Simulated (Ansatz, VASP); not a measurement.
## Two plane-wave programs on In4TeS

```
CELL_PARAMETERS angstrom
5.00100 -5.89063 0.00000
5.00100 5.89063 0.00000
0.00000 0.00000 4.23670
ATOMIC_POSITIONS crystal
In 0.82785 0.17215 0.50000
In 0.28171 0.28171 0.00000
In 0.71829 0.71829 0.00000
In 0.17215 0.82785 0.50000
Te 0.50000 0.50000 0.50000
S 0.00000 0.00000 0.00000
```

Change from the starting cell: species swapped into the CaPbI4 type (Cmmm, No. 65).

Alike in both runs: functional PBE; k mesh 6 × 6 × 8; occupations gaussian, width 0.1 eV; no spin polarisation.

Ansatz relaxed the structure, and its values are those at the end. VASP's run is a single point on that final structure, the one shown.

|  | VASP | Ansatz |
| --- | --- | --- |
| version | VASP 6.6.1 | Ansatz 0.2.0 |
| potentials or method | VASP PAW PBE potentials, release 64 (In_d, Te, S), cutoff 520 eV | scalar-relativistic, plane waves, PAW |
| valence electrons in the cell | 64 | 74 |

```tsv
	VASP	Ansatz	Ansatz less VASP
gap on the k mesh at the Fermi level (eV)	none	none	-
pressure (GPa)	0.0	0.0	+0.03
```

A gap of «none» marks a metal or a gap that the smearing closes. VASP's potentials hold 64 valence electrons a cell and Ansatz's 74, so a difference there can come from the potentials and not from the codes.

Neither program's run includes spin-orbit coupling.
